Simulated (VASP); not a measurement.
# WSe2 in VASP: a series of runs

Runs on WSe2. Level: LDA. Tasks: single point.

Program: VASP 6.6.1. These are calculated values, not measurements. Logs are shortened: lines on timing, memory, paths and dates and some standing lists are left out, and cuts for length are marked.

**1. The cell of the first run**

The cell holds a slab with vacuum, 3 atoms: a = 3.377 Å, b = 3.377 Å, c = 16.660 Å, α = 90.00°, β = 90.00°, γ = 120.00°.

**2. Single point, LDA**

INCAR

```
SYSTEM = WSe2
  PREC = Accurate
  ENCUT = 500
  EDIFF = 1E-6
  ISMEAR = 0
  SIGMA = 0.05
  LREAL = .False.
  LASPH = .True.
  NELM = 120
  ALGO = Normal
  ISIF = 2
  LWAVE = .False.
  LCHARG = .False.
  GGA = CA
  NBANDS = 20
  GGA_COMPAT = .False.
```

KPOINTS

```
Automatic mesh
0
Gamma
  9 9 2
  0 0 0
```

POSCAR

```
WSe2
1.0
    3.3772833224      0.0000000000      0.0000000000
   -1.6886416612      2.9248131530      0.0000000000
    0.0000000000      0.0000000000     16.6603124568
W Se
1 2
Direct
    0.0000000000      0.0000000000     -0.0020626924
    0.3333333333      0.6666666667      0.1023289438
    0.3333333333      0.6666666667      0.9024728870
```

Potentials or basis: VASP PAW LDA potentials, release 64 (W_sv, Se).

Launch:

```
$ cat potpaw_LDA.64/W_sv/POTCAR potpaw_LDA.64/Se/POTCAR > POTCAR
$ mpirun -np 1 vasp_std > vasp.out
```

OUTCAR:

```text
SYSTEM = WSe2
   PREC = Accurate
   ENCUT = 500
   EDIFF = 1E-6
   ISMEAR = 0
   LREAL = .False.
   LASPH = .True.
   NELM = 120
   ISIF = 2
   GGA = CA

 ion  position               nearest neighbor table
   1  0.000  0.000  0.998-   3 2.52   3 2.52   3 2.52   2 2.61   2 2.61   2 2.61
   2  0.333  0.667  0.102-   1 2.61   1 2.61   1 2.61
   3  0.333  0.667  0.902-   1 2.52   1 2.52   1 2.52

  LATTYP: Found a hexagonal cell.
 ALAT       =     3.3772833224
 C/A-ratio  =     4.9330514696

  Lattice vectors:

 A1 = (   3.3772833224,   0.0000000000,   0.0000000000)
 A2 = (  -1.6886416612,   2.9248131530,   0.0000000000)
 A3 = (   0.0000000000,   0.0000000000,  16.6603124568)

Analysis of symmetry for initial positions (statically):
=====================================================================
 Subroutine PRICEL returns:
 Original cell was already a primitive cell.

 Routine SETGRP: Setting up the symmetry group for a
 hexagonal supercell.

 Subroutine GETGRP returns: Found  6 space group operations
 (whereof  6 operations were pure point group operations)
 out of a pool of 24 trial point group operations.

The static configuration has the point symmetry C_3v.

Analysis of symmetry for dynamics (positions and initial velocities):
=====================================================================
 Subroutine PRICEL returns:
 Original cell was already a primitive cell.

 Routine SETGRP: Setting up the symmetry group for a
 hexagonal supercell.

 Subroutine GETGRP returns: Found  6 space group operations
 (whereof  6 operations were pure point group operations)
 out of a pool of 24 trial point group operations.

The dynamic configuration has the point symmetry C_3v.

 Subroutine INISYM returns: Found  6 space group operations
 (whereof  6 operations are pure point group operations),
 and found     1 'primitive' translations

----------------------------------------------------------------------------------------

                                     Primitive cell

  volume of cell :     164.5693

  direct lattice vectors                    reciprocal lattice vectors
     3.377283322  0.000000000  0.000000000     0.296095976  0.170951091  0.000000000
    -1.688641661  2.924813153  0.000000000     0.000000000  0.341902182  0.000000000
     0.000000000  0.000000000 16.660312457     0.000000000  0.000000000  0.060022884

  length of vectors
[... 81 lines left out ...]
   ENCUT  =  500.0 eV  36.75 Ry    6.06 a.u.   6.16  6.16 30.38*2*pi/ulx,y,z
   NELM   =    120;   NELMIN=  2; NELMDL= -5     # of ELM steps
   EDIFF  = 0.1E-05   stopping-criterion for ELM
   LREAL  =      F    real-space projection
   EDIFFG = 0.1E-04   stopping-criterion for IOM
   NSW    =      0    number of steps for IOM
   IBRION =     -1    ionic relax: 0-MD 1-quasi-New 2-CG
   NFREE  =      0    steps in history (QN), initial steepest desc. (CG)
   ISIF   =      2    stress and relaxation
   ISYM   =      2    0-nonsym 1-usesym 2-fastsym
   POTIM  = 0.5000    time-step for ionic-motion
   TEBEG  =    0.0;   TEEND  =   0.0 temperature during run
   PSTRESS=    0.0 pullay stress
   NELECT =      26.0000    total number of electrons
   NUPDOWN=      -1.0000    fix difference up-down
   EMIN   =  10.00;   EMAX   =-10.00  energy-range for DOS
   EFERMI =   0.00;   METHOD = LEGACY
   ISMEAR =     0;   SIGMA  =   0.05  broadening in eV -4-tet -1-fermi 0-gaus
   EFERMI_NEDOS =   21; number of points for ismear=-14 and -15
   IALGO  =     38    algorithm
   IMIX   =      4    mixing-type and parameters
     AMIX     =   0.40;   BMIX     =  1.00
     AMIX_MAG =   1.60;   BMIX_MAG =  1.00
  volume/ion in A,a.u.               =      54.86       370.19
  Fermi-wavevector in a.u.,A,eV,Ry     =   0.885013  1.672432 10.656738  0.783248
  Thomas-Fermi vector in A             =   2.005990
   LORBIT       =      0    0 simple, 1 ext, 2 COOP (PROOUT), +10 PAW based schemes
   GGA     = CA    functional components
   LHFCALC =     F    Hartree Fock is set to
   AEXX    =    0.0000 exact exchange contribution
   IVDW    =     0    specifies the selected vdW correction
   LEPSILON=     F    determine dielectric tensor
   LRPA    =     F    only Hartree local field effects (RPA)
 non-spin polarized calculation
 Gauss-broadening in eV      SIGMA  =   0.05
  energy-cutoff  :      500.00
  volume of cell :      164.57
 maximum number of plane-waves:      4202
 NGX is ok and might be reduce to    28
   NGX = 13   NGY = 13   NGZ = 61

 number of electron      26.0000002 magnetization

 Free energy of the ion-electron system (eV)
  ---------------------------------------------------
  ext. energy  EPLUGINS =         0.00000000
  ---------------------------------------------------
  free energy    TOTEN  =       -23.90003480 eV

  energy without entropy =      -23.90003480  energy(sigma->0) =      -23.90003480

 E-fermi :  -0.8761     XC(G=0):  -4.8023

 val. band max:       -1.2812596421   @ k =   0.3333   0.3333   0.5000
 cond. band min:       0.0789225948   @ k =   0.3333   0.3333   0.5000
 fundamental gap:      1.3601822369
 Fermi energy:        -0.8760705308

 k-point     1 :       0.0000    0.0000    0.0000
  band No.  band energies     occupation
      1     -74.9167      2.00000
      2     -39.3637      2.00000
      3     -39.2945      2.00000
      4     -39.2945      2.00000
      5     -15.7339      2.00000
      6     -14.4890      2.00000
[... 541 lines left out ...]
     19       5.0051      0.00000
     20       7.3364      0.00000

------------------------ aborting loop because EDIFF is reached ----------------------------------------

  FORCE on cell =-STRESS in cart. coord.  units (eV):
  Direction    XX          YY          ZZ          XY          YZ          ZX
  --------------------------------------------------------------------------------------
  -------------------------------------------------------------------------------------
  Total       -3.8743838     -3.8743838     -2.2869094      0.0000000      0.0000000      0.0000000
  in kB      -37.7193720    -37.7193720    -22.2643890      0.0000000      0.0000000      0.0000000
  external PRESSURE =     -32.5677110 kB  Pullay stress =       0.0000000 kB

 VOLUME and BASIS-vectors are now :
 -----------------------------------------------------------------------------
  energy-cutoff  :      500.00
  volume of cell :      164.57
      direct lattice vectors                 reciprocal lattice vectors
     3.377283322  0.000000000  0.000000000     0.296095976  0.170951091  0.000000000
    -1.688641661  2.924813153  0.000000000     0.000000000  0.341902182  0.000000000
     0.000000000  0.000000000 16.660312457     0.000000000  0.000000000  0.060022884

 POSITION                                       TOTAL-FORCE (eV/Angst)
 -----------------------------------------------------------------------------------
      0.00000      0.00000     16.62595         0.000000     -0.000000      1.892237
     -0.00000      1.94988      1.70483         0.000000      0.000000     -1.587280
     -0.00000      1.94988     15.03548        -0.000000     -0.000000     -0.304957
 -----------------------------------------------------------------------------------
    total drift:                                0.000000     -0.000000      0.000002

  FREE ENERGIE OF THE ION-ELECTRON SYSTEM (eV)
  ---------------------------------------------------
  free  energy   TOTEN  =       -23.9000348022 eV

  energy  without entropy=      -23.9000348022  energy(sigma->0) =      -23.90003480
```

stdout:

```text
POSCAR found type information on POSCAR W Se
 POSCAR found :  2 types and       3 ions
 scaLAPACK will be used
 LDA part: xc-table for (Slater(with rela. corr.)+CA(PZ))
 , standard interpolation
 POSCAR, INCAR and KPOINTS ok, starting setup
 FFT: planning ... GRIDC
 FFT: planning ... GRID_SOFT
 FFT: planning ... GRID
 WAVECAR not read
 entering main loop
```

It took 82 s on 1 thread of Intel Xeon Platinum 8488C (Sapphire Rapids), shared host; peak memory 0.27 GiB.

Results:

```
Free energy            : -23.9000 eV
Largest force          : 1.892 eV/Å
Band gap on the k mesh : 1.36 eV, direct
```

Forces in eV/Å, atoms in the order of the input:
```
W    0.000  0.000  1.892
Se   0.000  0.000 -1.587
Se   0.000  0.000 -0.305
```

Levels at points of the mesh, in eV from the valence-band top:
```tsv
k point	band 10	band 11	band 12	band 13	band 14	band 15	band 16	band 17
(0.00, 0.00, 0.00)	-1.93	-1.24	-1.24	-0.04	2.66	2.66	3.16	3.16
(0.00, 0.00, 0.50)	-1.93	-1.24	-1.24	-0.04	2.66	2.66	3.16	3.16
```

Caveat: spin-orbit coupling is left out, which moves the levels of the heavy elements.

**3. Single point, LDA**

INCAR

```
SYSTEM = WSe2
PREC = Accurate
ENCUT = 500
EDIFF = 1E-6
ISMEAR = 0
SIGMA = 0.05
LREAL = .False.
LASPH = .True.
NELM = 120
ALGO = Normal
ISIF = 2
LWAVE = .False.
LCHARG = .True.
LELF = .True.
LVHAR = .True.
NBANDS = 20
GGA_COMPAT = .False.
```

KPOINTS is that of step 2.

POSCAR

```
WSe2
1.0
    3.3772833224      0.0000000000      0.0000000000
   -1.6886416612      2.9248131530      0.0000000000
    0.0000000000      0.0000000000     16.6603124568
W Se
1 2
Direct
    0.0000000000      0.0000000000      0.0000000000
    0.3333333333      0.6666666667      0.0999280284
    0.3333333333      0.6666666667      0.9000719716
```

Potentials or basis: VASP PAW LDA potentials, release 64 (W_sv, Se).

Launch:

```
$ cat potpaw_LDA.64/W_sv/POTCAR potpaw_LDA.64/Se/POTCAR > POTCAR
$ mpirun -np 1 vasp_std > vasp.out
```

It took 88 s on 1 thread of Intel Xeon Platinum 8488C (Sapphire Rapids), shared host; peak memory 0.27 GiB.

The run converged. Its results:

```yaml
Free_energy: -23.9705 eV
Largest_force: 0.722 eV/Å
Band_gap_on_the_k_mesh: 1.36 eV, direct
```

Forces in eV/Å, atoms in the order of the input:
```
W    0.000  0.000  0.000
Se   0.000  0.000 -0.722
Se   0.000  0.000  0.722
```

Levels at points of the mesh, in eV from the valence-band top:
```csv
k point,band 9,band 10,band 11,band 12,band 13,band 14,band 15,band 16,band 17,band 18
"(0.00, 0.00, 0.00)",-2.38,-1.91,-1.31,-1.31,-0.13,2.77,2.77,2.98,2.98,4.13
"(0.00, 0.00, 0.50)",-2.38,-1.91,-1.31,-1.31,-0.13,2.77,2.77,2.98,2.98,4.15
```

Caveat: spin-orbit coupling is left out, which moves the levels of the heavy elements.
